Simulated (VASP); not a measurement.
## ZnS (NiAs type): single point with PBE

ZnS (NiAs type):

```
Zn S
1.0
     3.17934    0.00000    0.00000
    -1.58967    2.75339    0.00000
     0.00000    0.00000    5.37452
Zn S
2 2
Cartesian
  0.0000 0.0000 0.0000
  0.0000 0.0000 2.6873
  0.0000 1.8356 1.3436
  1.5897 0.9178 4.0309
```

* Program: VASP 6.6.1
* Task: single point
* Functional: PBE
* Potentials or basis: VASP PAW PBE potentials, release 64 (Zn, S)
* Cutoff: 520 eV
* k mesh: 12 × 12 × 7
* Occupations: fermi-dirac, width 0.08 eV
* Spin: no spin polarisation
* Dipole correction: no
* Further INCAR settings: ALGO = Normal; EDIFF = 1e-06; NBANDS = 26

The pressure is 68.7 GPa. The band gap on the k mesh is zero (band 18 reaches 8.35 eV, above the bottom of band 19 at 8.05 eV).

Levels at points of the mesh, in eV from the Fermi level:
```tsv
k point	band 16	band 17	band 18	band 19	band 20	band 21
(0.00, 0.00, 0.00)	-1.38	-0.14	-0.14	3.76	4.35	6.24
(0.50, 0.00, 0.00)	-4.22	-3.14	-0.26	3.00	3.01	3.70
```

It took 42 s on 1 thread of Intel Xeon 6975P-C (shared host), peak memory 0.21 GiB.
